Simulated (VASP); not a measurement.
# O2F (fluorite type) (Fm-3m) in VASP: a series of runs, part 2 of 2

VASP 6.6.1. Earlier steps stand in the parts before.

## 3. Single point, r2SCAN

This run uses another cell than the first one, of 10.38 Å³/atom.

POSCAR reads:

```
O2F
1.0
    0.0000000000      2.4971340110      2.4971340110
    2.4971340110      0.0000000000      2.4971340110
    2.4971340110      2.4971340110      0.0000000000
F O
1 2
Direct
    0.0000000000      0.0000000000      0.0000000000
    0.2500000000      0.2500000000      0.2500000000
    0.7500000000      0.7500000000      0.7500000000
```

INCAR.step1 reads:

```
SYSTEM = O2F
PREC = Accurate ; ENCUT = 520
ISMEAR = -1 ; SIGMA = 0.1
LREAL = .False. ; LASPH = .True.
NELM = 60 ; NBANDS = 16
GGA = PE ; ALGO = Normal
EDIFF = 1E-4 ; LWAVE = .True.
LCHARG = .False.
```

INCAR.step2 reads:

```
SYSTEM = O2F
PREC = Accurate ; ENCUT = 520
EDIFF = 1E-6 ; ISMEAR = -1
SIGMA = 0.1 ; LREAL = .False.
LASPH = .True. ; NELM = 60
ALGO = Normal ; ISIF = 2
LWAVE = .False. ; LCHARG = .False.
METAGGA = R2SCAN ; LMIXTAU = .True.
NBANDS = 16 ; ISTART = 1
```

KPOINTS reads:

```
Automatic mesh
0
Gamma
  12 12 12
  0 0 0
```

Potentials or basis: VASP PAW PBE potentials, release 64 (F, O).

Command:

```bash
$ cat potpaw_PBE.64/F/POTCAR potpaw_PBE.64/O/POTCAR > POTCAR
$ cp INCAR.step1 INCAR
$ mpirun -np 1 vasp_std > vasp.out
$ cp INCAR.step2 INCAR
$ mpirun -np 1 vasp_std > vasp.out
```

OUTCAR:

```text
SYSTEM = O2F
   PREC = Accurate
   ENCUT = 520
   EDIFF = 1E-6
   ISMEAR = -1
   LREAL = .False.
   LASPH = .True.
   NELM = 60
   ISIF = 2
   METAGGA = R2SCAN
   ISTART = 1

 ion  position               nearest neighbor table
   1  0.000  0.000  0.000-
   2  0.250  0.250  0.250-
   3  0.750  0.750  0.750-

  LATTYP: Found a face centered cubic cell.
 ALAT       =     4.9942680220

  Lattice vectors:

 A1 = (   0.0000000000,   2.4971340110,   2.4971340110)
 A2 = (   2.4971340110,   0.0000000000,   2.4971340110)
 A3 = (   2.4971340110,   2.4971340110,   0.0000000000)

Analysis of symmetry for initial positions (statically):
=====================================================================
 Subroutine PRICEL returns:
 Original cell was already a primitive cell.

 Routine SETGRP: Setting up the symmetry group for a
 face centered cubic supercell.

 Subroutine GETGRP returns: Found 48 space group operations
 (whereof 48 operations were pure point group operations)
 out of a pool of 48 trial point group operations.

The static configuration has the point symmetry O_h .

Analysis of symmetry for dynamics (positions and initial velocities):
=====================================================================
 Subroutine PRICEL returns:
 Original cell was already a primitive cell.

 Routine SETGRP: Setting up the symmetry group for a
 face centered cubic supercell.

 Subroutine GETGRP returns: Found 48 space group operations
 (whereof 48 operations were pure point group operations)
 out of a pool of 48 trial point group operations.

The dynamic configuration has the point symmetry O_h .

 Subroutine INISYM returns: Found 48 space group operations
 (whereof 48 operations are pure point group operations),
 and found     1 'primitive' translations

[... 111 lines left out ...]
   ISMEAR =    -1;   SIGMA  =   0.10  broadening in eV -4-tet -1-fermi 0-gaus
   EFERMI_NEDOS =   21; number of points for ismear=-14 and -15
   IALGO  =     38    algorithm
   IMIX   =      4    mixing-type and parameters
     AMIX     =   0.40;   BMIX     =  1.00
     AMIX_MAG =   1.60;   BMIX_MAG =  1.00
  volume/ion in A,a.u.               =      10.38        70.05
  Fermi-wavevector in a.u.,A,eV,Ry     =   1.388484  2.623854 26.230503  1.927888
  Thomas-Fermi vector in A             =   2.512606
   LORBIT       =      0    0 simple, 1 ext, 2 COOP (PROOUT), +10 PAW based schemes
   METAGGA = R2SCAN    functional components
   LHFCALC =     F    Hartree Fock is set to
   AEXX    =    0.0000 exact exchange contribution
   IVDW    =     0    specifies the selected vdW correction
   LEPSILON=     F    determine dielectric tensor
   LRPA    =     F    only Hartree local field effects (RPA)
 non-spin polarized calculation
  energy-cutoff  :      520.00
  volume of cell :       31.14
 maximum number of plane-waves:       869
 NGX is ok and might be reduce to    28
   NGX = 13   NGY = 13   NGZ = 13

 number of electron      18.9999997 magnetization

 Free energy of the ion-electron system (eV)
  ---------------------------------------------------
  ext. energy  EPLUGINS =         0.00000000
  ---------------------------------------------------
  free energy    TOTEN  =        -7.25917647 eV

  energy without entropy =       -7.09661846  energy(sigma->0) =       -7.17789747

 E-fermi :  -1.5622     XC(G=0): -10.8865

 val. band max:       -1.5680648856   @ k =   0.5000   0.0000   0.0000
 cond. band min:      -1.5607762606   @ k =   0.5000   0.0833   0.0000
 fundamental gap:      0.0072886249
 Fermi energy:        -1.5622090206

 k-point     1 :       0.0000    0.0000    0.0000
  band No.  band energies     occupation
      1     -25.3657      2.00000
      2     -19.2110      2.00000
      3     -17.8726      2.00000
      4      -5.1557      2.00000
      5      -5.1557      2.00000
      6      -5.1557      2.00000
[... 433 lines left out ...]
      3     -18.8794      2.00000
      4      -6.1093      2.00000
      5      -6.0642      2.00000
      6      -5.5146      2.00000
[... 8 lines left out ...]
     15      19.5897      0.00000
     16      19.8023      0.00000

 [... further k-points ...]

------------------------ aborting loop because EDIFF is reached ----------------------------------------

  FORCE on cell =-STRESS in cart. coord.  units (eV):
  Direction    XX          YY          ZZ          XY          YZ          ZX
  --------------------------------------------------------------------------------------
  -------------------------------------------------------------------------------------
  Total       -1.0525901     -1.0525901     -1.0525901      0.0000000     -0.0000000      0.0000000
  in kB      -54.1519785    -54.1519785    -54.1519785      0.0000000     -0.0000000      0.0000000
  external PRESSURE =     -54.1519785 kB  Pullay stress =       0.0000000 kB

 VOLUME and BASIS-vectors are now :
 -----------------------------------------------------------------------------
  energy-cutoff  :      520.00
  volume of cell :       31.14
      direct lattice vectors                 reciprocal lattice vectors
     0.000000000  2.497134011  2.497134011    -0.200229542  0.200229542  0.200229542
     2.497134011  0.000000000  2.497134011     0.200229542 -0.200229542  0.200229542
     2.497134011  2.497134011  0.000000000     0.200229542  0.200229542 -0.200229542

 POSITION                                       TOTAL-FORCE (eV/Angst)
 -----------------------------------------------------------------------------------
      0.00000      0.00000      0.00000        -0.000000     -0.000000      0.000000
      1.24857      1.24857      1.24857         0.000000      0.000000     -0.000000
      3.74570      3.74570      3.74570        -0.000000     -0.000000      0.000000
 -----------------------------------------------------------------------------------
    total drift:                                0.000000      0.000000      0.000000

  FREE ENERGIE OF THE ION-ELECTRON SYSTEM (eV)
  ---------------------------------------------------
  free  energy   TOTEN  =        -7.2591764688 eV

  energy  without entropy=       -7.0966184636  energy(sigma->0) =       -7.17789747
```

OSZICAR.step1:

```text
N       E                     dE             d eps       ncg     rms          rms(c)
DAV:   1     0.705238753578E+02    0.70524E+02   -0.10258E+04  2336   0.110E+03
DAV:   2    -0.304943926655E+01   -0.73573E+02   -0.70736E+02  2680   0.232E+02
DAV:   3    -0.503285099482E+01   -0.19834E+01   -0.19602E+01  2976   0.356E+01
DAV:   4    -0.503995582911E+01   -0.71048E-02   -0.71045E-02  2776   0.227E+00
DAV:   5    -0.503998455496E+01   -0.28726E-04   -0.28726E-04  2904   0.134E-01    0.361E+00
DAV:   6    -0.613688080626E+01   -0.10969E+01   -0.38992E+00  2384   0.143E+01    0.151E+01
DAV:   7    -0.492207454123E+01    0.12148E+01   -0.67564E+00  2496   0.106E+01    0.105E+00
DAV:   8    -0.492631386916E+01   -0.42393E-02   -0.56630E-02  2496   0.205E+00    0.524E-01
DAV:   9    -0.492489651833E+01    0.14174E-02   -0.67167E-03  2784   0.610E-01    0.886E-02
DAV:  10    -0.492507152996E+01   -0.17501E-03   -0.16774E-04  2744   0.134E-01    0.735E-02
DAV:  11    -0.492505013259E+01    0.21397E-04   -0.13001E-04  1472   0.875E-02
   1 F= -.49250501E+01 E0= -.48406680E+01  d E =-.168764E+00
```

Wall time 2.9 min (1 thread of AMD EPYC 7R13, shared host); peak memory 0.14 GiB.

Results:

```
Free energy            : -7.2592 eV
Pressure               : -5.4 GPa
Band gap on the k mesh : zero (an odd number of electrons rules out a gap without spin polarisation)
```

Levels at points of the mesh, in eV from the Fermi level:
| k point | band 6 | band 7 | band 8 | band 9 | band 10 | band 11 | band 12 | band 13 |
| --- | --- | --- | --- | --- | --- | --- | --- | --- |
| (0.00, 0.00, 0.00) | -3.59 | -2.17 | -2.17 | -2.17 | 0.55 | 0.55 | 0.55 | 12.58 |
| (0.50, 0.00, 0.00) | -3.98 | -1.37 | -1.37 | -1.05 | -0.01 | 0.35 | 0.35 | 14.50 |
| (0.50, 0.50, 0.00) | -3.13 | -2.60 | 0.07 | 0.07 | 0.23 | 0.23 | 0.56 | 13.95 |

Caveat: the cell stands under tension; the PAW data sets were made with another functional, which shifts forces and pressure a little; an odd number of electrons without spin polarisation forces a metal; a magnetic or distorted state may lie lower.

## 4. Single point, r2SCAN

This run uses another cell than the first one, of 10.38 Å³/atom.

POSCAR is that of step 3.

INCAR.step1 reads:

```
PREC = Accurate
ENCUT = 520
ISMEAR = -1
SIGMA = 0.1
LREAL = F
LASPH = T
NELM = 60
NBANDS = 16
GGA = PE
ALGO = Normal
EDIFF = 1E-4
LWAVE = T
LCHARG = F
```

INCAR.step2 reads:

```
PREC = Accurate
ENCUT = 520
EDIFF = 1E-6
ISMEAR = -1
SIGMA = 0.1
LREAL = F
LASPH = T
NELM = 60
ALGO = Normal
ISIF = 2
LWAVE = F
LCHARG = F
METAGGA = R2SCAN
LMIXTAU = T
NBANDS = 16
ISTART = 1
```

KPOINTS reads:

```
regular mesh
0
Gamma
  12 12 12
```

Command:

```bash
$ cat potpaw_PBE.64/F/POTCAR potpaw_PBE.64/O/POTCAR > POTCAR
$ cp INCAR.step1 INCAR
$ mpirun -np 1 vasp_std > vasp.out
$ cp INCAR.step2 INCAR
$ mpirun -np 1 vasp_std > vasp.out
```

Run time: 2.9 min. Hardware: 1 thread of AMD EPYC 7R13, shared host; peak memory 0.14 GiB.

It converged, with:

```yaml
Free_energy: -7.2592 eV
Pressure: -5.4 GPa
Band_gap_on_the_k_mesh: zero (an odd number of electrons rules out a gap without spin polarisation)
```

Levels at points of the mesh, in eV from the Fermi level:
| k point | band 7 | band 8 | band 9 | band 10 | band 11 | band 12 |
| --- | --- | --- | --- | --- | --- | --- |
| (0.00, 0.00, 0.00) | -2.17 | -2.17 | -2.17 | 0.55 | 0.55 | 0.55 |
| (0.50, 0.00, 0.00) | -1.37 | -1.37 | -1.05 | -0.01 | 0.35 | 0.35 |
| (0.50, 0.50, 0.00) | -2.60 | 0.07 | 0.07 | 0.23 | 0.23 | 0.56 |

Caveat: the cell stands under tension; the PAW data sets were made with another functional, which shifts forces and pressure a little; an odd number of electrons without spin polarisation forces a metal; a magnetic or distorted state may lie lower.

## 5. Single point, r2SCAN

This run uses another cell than the first one, of 10.69 Å³/atom.

POSCAR reads:

```
O2F
1.0
    0.0000000000      2.5216172782      2.5216172782
    2.5216172782      0.0000000000      2.5216172782
    2.5216172782      2.5216172782      0.0000000000
F O
1 2
Direct
    0.0000000000      0.0000000000      0.0000000000
    0.2500000000      0.2500000000      0.2500000000
    0.7500000000      0.7500000000      0.7500000000
```

INCAR.step1 is that of step 4.

INCAR.step2 is that of step 4.

KPOINTS is that of step 4.

Command:

```bash
$ cat potpaw_PBE.64/F/POTCAR potpaw_PBE.64/O/POTCAR > POTCAR
$ cp INCAR.step1 INCAR
$ mpirun -np 1 vasp_std > vasp.out
$ cp INCAR.step2 INCAR
$ mpirun -np 1 vasp_std > vasp.out
```

Wall time 3.4 min (1 thread of AMD EPYC 7R13, shared host); peak memory 0.15 GiB.

It converged, with:

| Property | Result |
| --- | --- |
| Free energy | -7.2247 eV |
| Pressure | -7.4 GPa |
| Band gap on the k mesh | zero (an odd number of electrons rules out a gap without spin polarisation) |

Levels at points of the mesh, in eV from the Fermi level:
```csv
k point,band 5,band 6,band 7,band 8,band 9,band 10,band 11,band 12,band 13,band 14
"(0.00, 0.00, 0.00)",-3.45,-3.45,-2.07,-2.07,-2.07,0.53,0.53,0.53,12.42,21.18
"(0.50, 0.00, 0.00)",-4.12,-3.85,-1.30,-1.30,-1.02,0.00,0.33,0.33,14.40,19.83
"(0.50, 0.50, 0.00)",-5.08,-3.00,-2.53,0.06,0.06,0.22,0.22,0.54,13.90,19.46
```

Caveat: the cell stands under tension; the PAW data sets were made with another functional, which shifts forces and pressure a little; an odd number of electrons without spin polarisation forces a metal; a magnetic or distorted state may lie lower.

## 6. Single point, r2SCAN

This run uses another cell than the first one, of 10.69 Å³/atom.

POSCAR is that of step 5.

INCAR.step1 reads:

```
SYSTEM = O2F
ALGO     = Normal         ! electronic algorithm
EDIFF    = 1E-4           ! SCF threshold, eV
ENCUT    = 520            ! plane-wave cutoff, eV
GGA      = PE             ! functional
ISMEAR   = -1             ! smearing method
LASPH    = .True.         ! aspherical terms in the spheres
LCHARG   = .False.        ! write CHGCAR
LREAL    = .False.        ! projectors in reciprocal space
LWAVE    = .True.         ! write WAVECAR
NBANDS   = 16             ! bands
NELM     = 60             ! most SCF steps
PREC     = Accurate       ! precision mode
SIGMA    = 0.1            ! smearing width, eV
```

INCAR.step2 reads:

```
SYSTEM = O2F
ALGO     = Normal         ! electronic algorithm
EDIFF    = 1E-6           ! SCF threshold, eV
ENCUT    = 520            ! plane-wave cutoff, eV
ISIF     = 2              ! what is computed and relaxed
ISMEAR   = -1             ! smearing method
ISTART   = 1            
LASPH    = .True.         ! aspherical terms in the spheres
LCHARG   = .True.         ! write CHGCAR
LELF     = .True.         ! ELF
LMIXTAU  = .True.       
LREAL    = .False.        ! projectors in reciprocal space
LVHAR    = .True.       
LWAVE    = .False.        ! write WAVECAR
METAGGA  = R2SCAN         ! meta-GGA
NBANDS   = 16             ! bands
NELM     = 60             ! most SCF steps
PREC     = Accurate       ! precision mode
SIGMA    = 0.1            ! smearing width, eV
```

KPOINTS reads:

```
k-points
0
Gamma
  12 12 12
  0 0 0
```

Potentials or basis: VASP PAW PBE potentials, release 64 (F, O).

Command:

```bash
$ cat potpaw_PBE.64/F/POTCAR potpaw_PBE.64/O/POTCAR > POTCAR
$ cp INCAR.step1 INCAR
$ mpirun -np 1 vasp_std > vasp.out
$ cp INCAR.step2 INCAR
$ mpirun -np 1 vasp_std > vasp.out
```

It took 3.4 min on 1 thread of AMD EPYC 7R13, shared host; peak memory 0.15 GiB.

Results (log left out):

```yaml
Free_energy: -7.2247 eV
Pressure: -7.4 GPa
Band_gap_on_the_k_mesh: zero (an odd number of electrons rules out a gap without spin polarisation)
```

Levels at points of the mesh, in eV from the Fermi level:
```tsv
k point	band 6	band 7	band 8	band 9	band 10	band 11	band 12	band 13
(0.00, 0.00, 0.00)	-3.45	-2.07	-2.07	-2.07	0.53	0.53	0.53	12.42
(0.50, 0.00, 0.00)	-3.85	-1.30	-1.30	-1.02	0.00	0.33	0.33	14.40
(0.50, 0.50, 0.00)	-3.00	-2.53	0.06	0.06	0.22	0.22	0.54	13.90
```

Caveat: the cell stands under tension; the PAW data sets were made with another functional, which shifts forces and pressure a little; an odd number of electrons without spin polarisation forces a metal; a magnetic or distorted state may lie lower.

## 7. Overview

```tsv
cell	gap on the mesh (eV)	pressure (GPa)
a = 3.496 Å, angles 60.0°, 3 atoms	none	-3.0
a = 3.531 Å, angles 60.0°, 3 atoms	none	-5.4
a = 3.566 Å, angles 60.0°, 3 atoms	none	-7.4
```

Alike in all rows: task single point; level r2SCAN; potentials or basis VASP PAW PBE potentials, release 64 (F, O); no spin polarisation; k mesh 12 × 12 × 12; cutoff (eV) 520; smearing fermi-dirac 0.1 eV.

Caveats: the PAW data sets were made with another functional, which shifts forces and pressure a little; an odd number of electrons without spin polarisation forces a metal; a magnetic or distorted state may lie lower; the cell stands under tension (at least some runs).

Total energies depend on the potentials used, so only differences within one code and one set of settings carry meaning.
